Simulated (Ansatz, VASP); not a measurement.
## PbS: VASP beside Ansatz

INCAR

```
  ALGO = Normal
  EDIFF = 1E-8
  ENCUT = 520
  ISIF = 2
  ISMEAR = -1
  LASPH = True
  LCHARG = False
  LEFG = True
  LREAL = False
  LWAVE = False
  NBANDS = 17
  NELM = 60
  PREC = Accurate
  SIGMA = 0.01
```

File KPOINTS:

```
k-points
0
Gamma
  7 7 7
```

Contents of POSCAR:

```
PbS
1.0
    0.0000000000      2.9057000000      2.9650000000
    2.9057000000      0.0000000000      2.9650000000
    2.9057000000      2.9057000000      0.0000000000
Pb S
1 1
Direct
    0.0000000000      0.0000000000      0.0000000000
    0.5000000000      0.5000000000      0.5000000000
```

Input for Ansatz:

```yaml
crystal:
  lattice:
    - [0.0, 2.9057, 2.965]
    - [2.9057, 0.0, 2.965]
    - [2.9057, 2.9057, 0.0]
  atoms:
    - { symbol: Pb, position: [0.0, 0.0, 0.0] }
    - { symbol: S, position: [0.5, 0.5, 0.5] }
kpoints:
  mp_grid: { grid: [7, 7, 7] }
scf:
  occupations: { method: fermi_dirac, width: 0.01 }
hamiltonian:
  xc: lda
  pseudopotentials: { kind: all_electron, datasets: crystal }
output:
  forces: true
  stress: true
  eigenvalues: true
  efg: { contact_densities: true }
```

Change from the starting cell: equal xx and yy strain of -2 %, crystal datasets.

Alike in both runs: task electric field gradients; functional LDA; k mesh 7 × 7 × 7; occupations fermi-dirac, width 0.01 eV; no spin polarisation.

```csv
,VASP,Ansatz
version,VASP 6.6.1,Ansatz 0.2.0
potentials or method,"VASP PAW LDA potentials, release 64 (Pb_d, S), cutoff 520 eV","all-electron PAW with datasets made for the crystal, scalar-relativistic"
```

VASP gave:

```
gap on the k mesh at the Fermi level (eV)                     : 0.84
pressure (GPa)                                                : -0.1
traceless stress, the component that is largest in VASP (GPa) : -1.87
size of Vzz on the site where it differs most (V/Å²)          : 61.2
```

Task: What did Ansatz give for the same quantities?

Result: gap on the k mesh at the Fermi level (eV): 0.84; pressure (GPa): -0.2; traceless stress, the component that is largest in VASP (GPa): -1.86; size of Vzz on the site where it differs most (V/Å²): 66.3.

LDA's correlation is that of Perdew and Zunger in VASP and of Perdew and Wang (1992) in Ansatz. Ansatz ran all-electron here, and VASP with PAW potentials.

Spin-orbit coupling is off throughout.
